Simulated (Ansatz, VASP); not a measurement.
# C: VASP beside Ansatz

The input INCAR:

```
SYSTEM = C
ALGO     = Normal         ! electronic algorithm
EDIFF    = 1E-8           ! SCF threshold, eV
ENCUT    = 520            ! plane-wave cutoff, eV
GGA      = PE             ! functional
ISIF     = 2              ! what is computed and relaxed
ISMEAR   = -1             ! smearing method
LASPH    = .TRUE.         ! aspherical terms in the spheres
LCHARG   = .FALSE.        ! write CHGCAR
LEFG     = .TRUE.       
LREAL    = .FALSE.        ! projectors in reciprocal space
LWAVE    = .FALSE.        ! write WAVECAR
NBANDS   = 11             ! bands
NELM     = 60             ! most SCF steps
PREC     = Accurate       ! precision mode
SIGMA    = 0.05           ! smearing width, eV
```

KPOINTS

```
k-points
0
G
  13 13 13
  0 0 0
```

The input POSCAR:

```
C
1.0
    0.0000000000      2.0103628793      2.0103628793
    2.0103628793      0.0000000000      2.0103628793
    2.0103628793      2.0103628793      0.0000000000
C
2
Direct
   -0.1475000000     -0.1175000000     -0.1175000000
    0.1475000000      0.1175000000      0.1175000000
```

Input for Ansatz:

```yaml
crystal:
  lattice:
    - [0.0, 2.0103628793, 2.0103628793]
    - [2.0103628793, 0.0, 2.0103628793]
    - [2.0103628793, 2.0103628793, 0.0]
  atoms:
    - { symbol: C, position: [-0.1475, -0.1175, -0.1175] }
    - { symbol: C, position: [0.1475, 0.1175, 0.1175] }
kpoints:
  mp_grid: { grid: [13, 13, 13] }
scf:
  occupations: { method: fermi_dirac, width: 0.05 }
hamiltonian:
  xc: pbe
  pseudopotentials: { kind: paw }
output:
  forces: true
  stress: true
  eigenvalues: true
  efg: { contact_densities: true }
  populations: true
```

Change from the starting cell: shortest bond scaled by 0.94, PAW files.

Alike in both runs: task electric field gradients; functional PBE; k mesh 13 × 13 × 13; occupations fermi-dirac, width 0.05 eV; no spin polarisation.

|  | VASP | Ansatz |
| --- | --- | --- |
| version | VASP 6.6.1 | Ansatz 0.2.0 |
| potentials or method | VASP PAW PBE potentials, release 64 (C) | PAW with Ansatz's default frozen-core files, scalar-relativistic |
| plane-wave cutoff (eV) | 520 | 420 |
| valence electrons in the cell | 8 | 8 |

```tsv
	VASP	Ansatz	Ansatz less VASP
gap on the k mesh at the Fermi level (eV)	2.52	2.52	+0.006
pressure (GPa)	-75.6	-75.8	-0.18
traceless stress, the component that is largest in VASP (GPa)	5.37	5.41	+0.048
rms of the force components (eV/Å)	1.209	1.204	-0.0043
size of Vzz on the site where it differs most (V/Å²)	3.6	2.2	-1.45
```

Atom by atom the forces differ by 0.004 eV/Å (rms over components). Both programs put the cell under strong tension, so it lies far from rest at this level. The functional is the same, so the differences come from potentials, cutoffs and numerics.

Noted on VASP's run: the cell as given lies far from equilibrium.
